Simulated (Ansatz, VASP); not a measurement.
**One calculation of PbSe, two programs**

```xyz
2
Lattice="0.0000 3.0606 3.0606 3.0606 0.0000 3.0606 3.0606 3.0606 0.0000" Properties=species:S:1:pos:R:3 pbc="T T T"
Pb    0.0000    0.0000    0.0000
Se    3.0606    3.0606    3.0606
```

Alike in both runs: functional LDA; k mesh 8 × 8 × 8; occupations fermi-dirac, width 0.05 eV; no spin polarisation.

```csv
,VASP,Ansatz
version,VASP 6.6.1,Ansatz 0.2.0
potentials or method,"VASP PAW LDA potentials, release 64 (Pb_d, Se), cutoff 520 eV","all-electron LAPW, scalar-relativistic"
task,single point,band structure
```

|  | VASP | Ansatz | Ansatz less VASP |
| --- | --- | --- | --- |
| gap on the k mesh at the Fermi level (eV) | 0.16 | 0.18 | +0.017 |
| least direct gap on the mesh (eV) | 0.16 | 0.18 | +0.017 |
| pressure (GPa) | -2.0 | -2.1 | -0.08 |

LDA's correlation is that of Perdew and Zunger in VASP and of Perdew and Wang (1992) in Ansatz. Ansatz ran all-electron here, and VASP with PAW potentials.

Neither program's run includes spin-orbit coupling.
